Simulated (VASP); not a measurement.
Input of a VASP 6.6.1 run:

INCAR

```
SYSTEM = Te
PREC = Accurate
ENCUT = 520
EDIFF = 1E-7
ISMEAR = -1
SIGMA = 0.1
LREAL = .False.
LASPH = .True.
NELM = 80
ALGO = Normal
ISIF = 2
LWAVE = .False.
LCHARG = .False.
GGA = PS
NBANDS = 13
```

Contents of KPOINTS:

```
regular mesh
0
Gamma
  13 13 7
  0 0 0
```

POSCAR

```
Te
1.0
    3.6106367040      0.0000000000      0.0000000000
   -1.8053183520      3.1269031095      0.0000000000
    0.0000000000      0.0000000000      4.4802372264
Te
2
Direct
    0.3333333333      0.6666666667      0.2500000000
    0.6666666667      0.3333333333      0.7500000000
```

Potentials or basis: VASP PAW PBE potentials, release 64 (Te).

Command:

```sh
$ cat potpaw_PBE.64/Te/POTCAR > POTCAR
$ mpirun -np 1 vasp_std > vasp.out
```

Task: Estimate the band gap on the k mesh.

Result: Zero (band 6 reaches 11.42 eV, above the bottom of band 7 at 7.74 eV).

Task: Predict the pressure.

Result: 9.0 GPa.

Stress tensor (GPa, compression positive):
```
8.95 0.00 0.00
0.00 8.95 0.00
0.00 0.00 9.06
```

Caveat: the PAW data sets were made with another functional, which shifts forces and pressure a little; spin-orbit coupling is left out, which moves the levels of the heavy elements.
